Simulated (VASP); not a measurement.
# ReP (F-43m) in VASP: notebook

ReP is run at these levels: PBEsol; tasks: single point.

Program: VASP 6.6.1. These are calculated values, not measurements. Logs are shortened: lines on timing, memory, paths and dates and some standing lists are left out, and cuts for length are marked.

## (1) The cell of the first run

Symmetry: F-43m, No. 216, cubic system. Conventional cell: a = 5.013 Å, b = 5.013 Å, c = 5.013 Å, α = 90.00°, β = 90.00°, γ = 90.00°. Within 2.9 Å of Re (site symmetry -43m) lie 4 P at 2.17 Å. Within 2.9 Å of P (site symmetry -43m) lie 4 Re at 2.17 Å.

## (2) Single point, PBEsol (15.75 Å³/atom)

INCAR

```
PREC = Accurate
ENCUT = 520
EDIFF = 1E-6
ISMEAR = 0
SIGMA = 0.05
LREAL = F
LASPH = T
NELM = 80
ALGO = Normal
ISIF = 2
LWAVE = F
LCHARG = T
GGA = PS
LELF = T
LVHAR = T
NBANDS = 13
```

KPOINTS

```
regular mesh
0
Gamma
  12 12 12
```

POSCAR

```
ReP
1.0
    0.0000000000      2.5066786756      2.5066786756
    2.5066786756      0.0000000000      2.5066786756
    2.5066786756      2.5066786756      0.0000000000
Re P
1 1
Direct
    0.0000000000      0.0000000000      0.0000000000
    0.2500000000      0.2500000000      0.2500000000
```

Potentials or basis: VASP PAW PBE potentials, release 64 (Re, P).

On the command line:

```bash
$ cat potpaw_PBE.64/Re/POTCAR potpaw_PBE.64/P/POTCAR > POTCAR
$ mpirun -np 1 vasp_std > vasp.out
```

OUTCAR:

```text
PREC = Accurate
   ENCUT = 520
   EDIFF = 1E-6
   ISMEAR = 0
   LREAL = F
   LASPH = T
   NELM = 80
   ISIF = 2
   GGA = PS

 ion  position               nearest neighbor table
   1  0.000  0.000  0.000-   2 2.17   2 2.17   2 2.17   2 2.17
   2  0.250  0.250  0.250-   1 2.17   1 2.17   1 2.17   1 2.17

  LATTYP: Found a face centered cubic cell.
 ALAT       =     5.0133573512

  Lattice vectors:

 A1 = (   0.0000000000,   2.5066786756,   2.5066786756)
 A2 = (   2.5066786756,   0.0000000000,   2.5066786756)
 A3 = (   2.5066786756,   2.5066786756,   0.0000000000)

Analysis of symmetry for initial positions (statically):
=====================================================================
 Subroutine PRICEL returns:
 Original cell was already a primitive cell.

 Routine SETGRP: Setting up the symmetry group for a
 face centered cubic supercell.

 Subroutine GETGRP returns: Found 24 space group operations
 (whereof 24 operations were pure point group operations)
 out of a pool of 48 trial point group operations.

The static configuration has the point symmetry T_d .

Analysis of symmetry for dynamics (positions and initial velocities):
=====================================================================
 Subroutine PRICEL returns:
 Original cell was already a primitive cell.

 Routine SETGRP: Setting up the symmetry group for a
 face centered cubic supercell.

 Subroutine GETGRP returns: Found 24 space group operations
 (whereof 24 operations were pure point group operations)
 out of a pool of 48 trial point group operations.

The dynamic configuration has the point symmetry T_d .

 Subroutine INISYM returns: Found 24 space group operations
 (whereof 24 operations are pure point group operations),
 and found     1 'primitive' translations

----------------------------------------------------------------------------------------

                                     Primitive cell

  volume of cell :      31.5011

  direct lattice vectors                    reciprocal lattice vectors
     0.000000000  2.506678676  2.506678676    -0.199467129  0.199467129  0.199467129
     2.506678676  0.000000000  2.506678676     0.199467129 -0.199467129  0.199467129
     2.506678676  2.506678676  0.000000000     0.199467129  0.199467129 -0.199467129

  length of vectors
     3.544978980  3.544978980  3.544978980     0.345487203  0.345487203  0.345487203

  position of ions in fractional coordinates (direct lattice)
     0.000000000  0.000000000  0.000000000
     0.250000000  0.250000000  0.250000000
[... 87 lines left out ...]
   PSTRESS=    0.0 pullay stress
   NELECT =      12.0000    total number of electrons
   NUPDOWN=      -1.0000    fix difference up-down
   EMIN   =  10.00;   EMAX   =-10.00  energy-range for DOS
   EFERMI =   0.00;   METHOD = LEGACY
   ISMEAR =     0;   SIGMA  =   0.05  broadening in eV -4-tet -1-fermi 0-gaus
   EFERMI_NEDOS =   21; number of points for ismear=-14 and -15
   IALGO  =     38    algorithm
   IMIX   =      4    mixing-type and parameters
     AMIX     =   0.40;   BMIX     =  1.00
     AMIX_MAG =   1.60;   BMIX_MAG =  1.00
  volume/ion in A,a.u.               =      15.75       106.29
  Fermi-wavevector in a.u.,A,eV,Ry     =   1.186752  2.242636 19.162172  1.408380
  Thomas-Fermi vector in A             =   2.322918
   LORBIT       =      0    0 simple, 1 ext, 2 COOP (PROOUT), +10 PAW based schemes
   GGA     = PS    functional components
   LHFCALC =     F    Hartree Fock is set to
   AEXX    =    0.0000 exact exchange contribution
   IVDW    =     0    specifies the selected vdW correction
   LEPSILON=     F    determine dielectric tensor
   LRPA    =     F    only Hartree local field effects (RPA)
 non-spin polarized calculation
 Gauss-broadening in eV      SIGMA  =   0.05
  energy-cutoff  :      520.00
  volume of cell :       31.50
 maximum number of plane-waves:       881
   NGX = 13   NGY = 13   NGZ = 13

 number of electron      12.0000000 magnetization

 Free energy of the ion-electron system (eV)
  ---------------------------------------------------
  ext. energy  EPLUGINS =         0.00000000
  ---------------------------------------------------
  free energy    TOTEN  =       -17.76368180 eV

  energy without entropy =      -17.76142663  energy(sigma->0) =      -17.76255422

 E-fermi :   7.1728     XC(G=0): -11.9083

 val. band max:        7.1727571052   @ k =   0.5000   0.1667   0.0000
 cond. band min:       7.1740830022   @ k =   0.4167   0.2500   0.0000
 fundamental gap:      0.0013258970
 Fermi energy:         7.1728471934

 k-point     1 :       0.0000    0.0000    0.0000
  band No.  band energies     occupation
      1      -6.2314      2.00000
      2       2.0466      2.00000
      3       2.0466      2.00000
      4       2.0466      2.00000
      5       6.1101      2.00000
      6       6.1101      2.00000
      7      11.7693      0.00000
      8      14.2419      0.00000
      9      14.2419      0.00000
     10      14.2419      0.00000
     11      17.7695      0.00000
     12      17.7695      0.00000
     13      17.7695      0.00000
[... 354 lines left out ...]
  band No.  band energies     occupation
      1      -4.0448      2.00000
      2       1.5261      2.00000
      3       2.3020      2.00000
      4       2.9677      2.00000
      5       6.1340      2.00000
      6       6.4639      2.00000
      7       7.5397      0.00000
      8      11.0035      0.00000
      9      11.6660      0.00000
     10      14.0362      0.00000
     11      18.0284      0.00000
     12      18.6515      0.00000
     13      20.6654      0.00000

 [... further k-points ...]

------------------------ aborting loop because EDIFF is reached ----------------------------------------

  FORCE on cell =-STRESS in cart. coord.  units (eV):
  Direction    XX          YY          ZZ          XY          YZ          ZX
  --------------------------------------------------------------------------------------
  -------------------------------------------------------------------------------------
  Total        7.3678482      7.3678482      7.3678482      0.0000000      0.0000000      0.0000000
  in kB      374.7358643    374.7358643    374.7358643      0.0000000      0.0000000      0.0000000
  external PRESSURE =     374.7358643 kB  Pullay stress =       0.0000000 kB

 VOLUME and BASIS-vectors are now :
 -----------------------------------------------------------------------------
  energy-cutoff  :      520.00
  volume of cell :       31.50
      direct lattice vectors                 reciprocal lattice vectors
     0.000000000  2.506678676  2.506678676    -0.199467129  0.199467129  0.199467129
     2.506678676  0.000000000  2.506678676     0.199467129 -0.199467129  0.199467129
     2.506678676  2.506678676  0.000000000     0.199467129  0.199467129 -0.199467129

 POSITION                                       TOTAL-FORCE (eV/Angst)
 -----------------------------------------------------------------------------------
      0.00000      0.00000      0.00000         0.000000      0.000000      0.000000
      1.25334      1.25334      1.25334        -0.000000     -0.000000     -0.000000
 -----------------------------------------------------------------------------------
    total drift:                                0.000000      0.000000      0.000000

  FREE ENERGIE OF THE ION-ELECTRON SYSTEM (eV)
  ---------------------------------------------------
  free  energy   TOTEN  =       -17.7636818019 eV

  energy  without entropy=      -17.7614266338  energy(sigma->0) =      -17.76255422
```

stdout:

```text
POSCAR found type information on POSCAR ReP
 POSCAR found :  2 types and       2 ions
 scaLAPACK will be used
 -----------------------------------------------------------------------------
|                                                                             |
|                                                                             |
|     You enforced a specific xc type in the INCAR file but a different       |
|     I HOPE YOU KNOW WHAT YOU ARE DOING!                                     |
|                                                                             |
 -----------------------------------------------------------------------------

 LDA part: xc-table for (Slater+PW92), standard interpolation
 POSCAR, INCAR and KPOINTS ok, starting setup
 FFT: planning ... GRIDC
 FFT: planning ... GRID_SOFT
 FFT: planning ... GRID
 WAVECAR not read
 entering main loop
```

Wall time 20 s (1 thread of Intel Xeon Platinum 8488C (Sapphire Rapids), shared host); peak memory 0.18 GiB.

What came out:

* Free energy: -17.7637 eV
* Pressure: 37.5 GPa
* Band gap on the k mesh: zero (bands 6 and 7 overlap by 0.54 eV)

Levels at points of the mesh, in eV from the Fermi level:
```tsv
k point	band 2	band 3	band 4	band 5	band 6	band 7	band 8	band 9	band 10	band 11
(0.00, 0.00, 0.00)	-5.13	-5.13	-5.13	-1.06	-1.06	4.60	7.07	7.07	7.07	10.60
(0.50, 0.00, 0.00)	-5.80	-4.57	-4.57	-0.31	-0.31	-0.02	4.22	4.22	5.73	12.01
(0.50, 0.50, 0.00)	-7.01	-2.67	-2.67	-2.45	-0.01	0.55	1.34	1.34	9.81	10.94
```

Caveat: the cell stands under pressure; the PAW data sets were made with another functional, which shifts forces and pressure a little; spin-orbit coupling is left out, which moves the levels of the heavy elements.

## (3) Single point, PBEsol (17.64 Å³/atom)

This run uses another cell than the first one, of 17.64 Å³/atom.

INCAR

```
SYSTEM = ReP
PREC = Accurate
ENCUT = 520
EDIFF = 1E-6
ISMEAR = 0
SIGMA = 0.05
LREAL = .False.
LASPH = .True.
NELM = 60
ALGO = Normal
ISIF = 2
LWAVE = .False.
LCHARG = .False.
GGA = PS
NBANDS = 13
```

KPOINTS

```
regular mesh
0
Gamma
  12 12 12
  0 0 0
```

POSCAR

```
ReP
1.0
    0.0000000000      2.6031828477      2.6031828477
    2.6031828477      0.0000000000      2.6031828477
    2.6031828477      2.6031828477      0.0000000000
Re P
1 1
Direct
    0.0000000000      0.0000000000      0.0000000000
    0.2500000000      0.2500000000      0.2500000000
```

Potentials or basis: VASP PAW PBE potentials, release 64 (Re, P).

On the command line:

```bash
$ cat potpaw_PBE.64/Re/POTCAR potpaw_PBE.64/P/POTCAR > POTCAR
$ mpirun -np 1 vasp_std > vasp.out
```

Wall time 20 s (1 thread of Intel Xeon Platinum 8488C (Sapphire Rapids), shared host); peak memory 0.18 GiB.

Results (log left out):

- Free energy: -18.2602 eV
- Pressure: 7.3 GPa
- Band gap on the k mesh: zero (bands 6 and 7 overlap by 0.45 eV)

Levels at points of the mesh, in eV from the Fermi level:
| k point | band 4 | band 5 | band 6 | band 7 | band 8 | band 9 |
| --- | --- | --- | --- | --- | --- | --- |
| (0.00, 0.00, 0.00) | -4.61 | -0.85 | -0.85 | 4.02 | 6.66 | 6.66 |
| (0.50, 0.00, 0.00) | -4.11 | -0.25 | -0.25 | -0.06 | 3.83 | 3.83 |
| (0.50, 0.50, 0.00) | -2.59 | -2.01 | -0.15 | 0.46 | 1.25 | 1.25 |

Caveat: the cell stands under pressure; the PAW data sets were made with another functional, which shifts forces and pressure a little; spin-orbit coupling is left out, which moves the levels of the heavy elements.

## (4) Single point, PBEsol (17.82 Å³/atom)

This run uses another cell than the first one, of 17.82 Å³/atom.

INCAR

```
SYSTEM = ReP
  ALGO = Normal
  EDIFF = 1E-6
  ENCUT = 520
  GGA = PS
  ISIF = 2
  ISMEAR = 0
  LASPH = .TRUE.
  LCHARG = .FALSE.
  LREAL = .FALSE.
  LWAVE = .FALSE.
  NBANDS = 13
  NELM = 100
  PREC = Accurate
  SIGMA = 0.05
```

KPOINTS

```
k-points
0
G
  12 12 12
  0 0 0
```

POSCAR

```
ReP
1.0
    0.0000000000      2.6120210935      2.6120210935
    2.6120210935      0.0000000000      2.6120210935
    2.6120210935      2.6120210935      0.0000000000
Re P
1 1
Direct
    0.0000000000      0.0000000000      0.0000000000
    0.2500000000      0.2500000000      0.2500000000
```

Potentials or basis: VASP PAW PBE potentials, release 64 (Re, P).

On the command line:

```bash
$ cat potpaw_PBE.64/Re/POTCAR potpaw_PBE.64/P/POTCAR > POTCAR
$ mpirun -np 1 vasp_std > vasp.out
```

OUTCAR:

```text
SYSTEM = ReP
   EDIFF = 1E-6
   ENCUT = 520
   GGA = PS
   ISIF = 2
   ISMEAR = 0
   LASPH = .TRUE.
   LREAL = .FALSE.
   NELM = 100
   PREC = Accurate

 ion  position               nearest neighbor table
   1  0.000  0.000  0.000-   2 2.26   2 2.26   2 2.26   2 2.26
   2  0.250  0.250  0.250-   1 2.26   1 2.26   1 2.26   1 2.26

  LATTYP: Found a face centered cubic cell.
 ALAT       =     5.2240421870

  Lattice vectors:

 A1 = (   0.0000000000,   2.6120210935,   2.6120210935)
 A2 = (   2.6120210935,   0.0000000000,   2.6120210935)
 A3 = (   2.6120210935,   2.6120210935,   0.0000000000)

Analysis of symmetry for initial positions (statically):
=====================================================================
 Subroutine PRICEL returns:
 Original cell was already a primitive cell.

 Routine SETGRP: Setting up the symmetry group for a
 face centered cubic supercell.

 Subroutine GETGRP returns: Found 24 space group operations
 (whereof 24 operations were pure point group operations)
 out of a pool of 48 trial point group operations.

The static configuration has the point symmetry T_d .

Analysis of symmetry for dynamics (positions and initial velocities):
[... 173 lines left out ...]
      6       4.9950      2.00000
      7       9.8007      0.00000
      8      12.4502      0.00000
      9      12.4502      0.00000
     10      12.4502      0.00000
     11      15.0311      0.00000
     12      15.0311      0.00000
     13      15.0311      0.00000
[... 354 lines left out ...]
  band No.  band energies     occupation
      1      -4.9893      2.00000
      2       0.6604      2.00000
      3       1.4814      2.00000
      4       2.0484      2.00000
      5       4.9231      2.00000
      6       5.2672      2.00000
      7       6.1241      0.00000
      8       9.1117      0.00000
      9       9.7640      0.00000
     10      12.2882      0.00000
     11      15.6957      0.00000
     12      16.4786      0.00000
     13      18.0899      0.00000

 [... further k-points ...]

------------------------ aborting loop because EDIFF is reached ----------------------------------------

  FORCE on cell =-STRESS in cart. coord.  units (eV):
  Direction    XX          YY          ZZ          XY          YZ          ZX
  --------------------------------------------------------------------------------------
  -------------------------------------------------------------------------------------
  Total        1.1441427      1.1441427      1.1441427      0.0000000      0.0000000     -0.0000000
  in kB       51.4316825     51.4316825     51.4316825      0.0000000      0.0000000     -0.0000000
  external PRESSURE =      51.4316825 kB  Pullay stress =       0.0000000 kB

 VOLUME and BASIS-vectors are now :
 -----------------------------------------------------------------------------
  energy-cutoff  :      520.00
  volume of cell :       35.64
      direct lattice vectors                 reciprocal lattice vectors
     0.000000000  2.612021094  2.612021094    -0.191422650  0.191422650  0.191422650
     2.612021094  0.000000000  2.612021094     0.191422650 -0.191422650  0.191422650
     2.612021094  2.612021094  0.000000000     0.191422650  0.191422650 -0.191422650

 POSITION                                       TOTAL-FORCE (eV/Angst)
 -----------------------------------------------------------------------------------
      0.00000      0.00000      0.00000         0.000000     -0.000000     -0.000000
      1.30601      1.30601      1.30601        -0.000000      0.000000      0.000000
 -----------------------------------------------------------------------------------
    total drift:                                0.000000      0.000000      0.000000

  FREE ENERGIE OF THE ION-ELECTRON SYSTEM (eV)
  ---------------------------------------------------
  free  energy   TOTEN  =       -18.2742426122 eV

  energy  without entropy=      -18.2724073543  energy(sigma->0) =      -18.27332498
```

stdout:

```text
POSCAR found type information on POSCAR ReP
 POSCAR found :  2 types and       2 ions
 scaLAPACK will be used
 -----------------------------------------------------------------------------
|                                                                             |
|                                                                             |
|     You enforced a specific xc type in the INCAR file but a different       |
|     I HOPE YOU KNOW WHAT YOU ARE DOING!                                     |
|                                                                             |
 -----------------------------------------------------------------------------

 LDA part: xc-table for (Slater+PW92), standard interpolation
 POSCAR, INCAR and KPOINTS ok, starting setup
 FFT: planning ... GRIDC
 FFT: planning ... GRID_SOFT
 FFT: planning ... GRID
 WAVECAR not read
 entering main loop
```

Run time: 20 s. Hardware: 1 thread of Intel Xeon Platinum 8488C (Sapphire Rapids), shared host; peak memory 0.18 GiB.

Results:

```
Free energy            : -18.2742 eV
Pressure               : 5.1 GPa
Band gap on the k mesh : zero (bands 6 and 7 overlap by 0.44 eV)
```

Levels at points of the mesh, in eV from the Fermi level:
```csv
k point,band 2,band 3,band 4,band 5,band 6,band 7,band 8,band 9,band 10,band 11
"(0.00, 0.00, 0.00)",-4.57,-4.57,-4.57,-0.83,-0.83,3.97,6.62,6.62,6.62,9.20
"(0.50, 0.00, 0.00)",-5.34,-4.07,-4.07,-0.25,-0.25,-0.06,3.80,3.80,5.43,10.93
"(0.50, 0.50, 0.00)",-6.26,-2.58,-2.58,-1.97,-0.16,0.45,1.25,1.25,8.93,9.40
```

Caveat: the cell stands under pressure; the PAW data sets were made with another functional, which shifts forces and pressure a little; spin-orbit coupling is left out, which moves the levels of the heavy elements.

## (5) The runs side by side

| cell | gap on the mesh (eV) | pressure (GPa) |
| --- | --- | --- |
| a = 3.545 Å, angles 60.0°, 2 atoms | none | 37.5 |
| a = 3.681 Å, angles 60.0°, 2 atoms | none | 7.3 |
| a = 3.694 Å, angles 60.0°, 2 atoms | none | 5.1 |

Alike in all rows: task single point; level PBEsol; potentials or basis VASP PAW PBE potentials, release 64 (Re, P); no spin polarisation; k mesh 12 × 12 × 12; cutoff (eV) 520; smearing gaussian 0.05 eV.

Caveats: the cell stands under pressure; the PAW data sets were made with another functional, which shifts forces and pressure a little; spin-orbit coupling is left out, which moves the levels of the heavy elements.

Absolute energies hang on the potentials; compare differences alone.
